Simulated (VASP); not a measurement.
Input of a VASP 6.6.1 run:

The input INCAR:

```
SYSTEM = AlN
PREC = Accurate ; ENCUT = 520
EDIFF = 1E-6 ; ISMEAR = -1
SIGMA = 0.02 ; LREAL = .False.
LASPH = .True. ; NELM = 100
ALGO = Normal ; ISIF = 2
LWAVE = .False. ; LCHARG = .False.
GGA = CA ; NBANDS = 11
```

KPOINTS

```
Automatic mesh
0
Gamma
  10 10 10
  0 0 0
```

File POSCAR:

```
AlN
1.0
    0.0000000000      2.0054811355      2.0054811355
    2.0054811355      0.0000000000      2.0054811355
    2.0054811355      2.0054811355      0.0000000000
Al N
1 1
Direct
    0.0000000000      0.0000000000      0.0000000000
    0.5000000000      0.5000000000      0.5000000000
```

Potentials or basis: VASP PAW LDA potentials, release 64 (Al, N).

The run is started by

```bash
$ cat potpaw_LDA.64/Al/POTCAR potpaw_LDA.64/N/POTCAR > POTCAR
$ mpirun -np 1 vasp_std > vasp.out
```

Problem. Predict the band gap on the k mesh.

Solution. 4.69 eV, indirect (least direct gap 6.12 eV).

Problem. Predict the pressure.

Solution. 0.6 GPa.

A k mesh can miss the band edges. A hybrid or GW would open this gap; LDA tends to underestimate it.
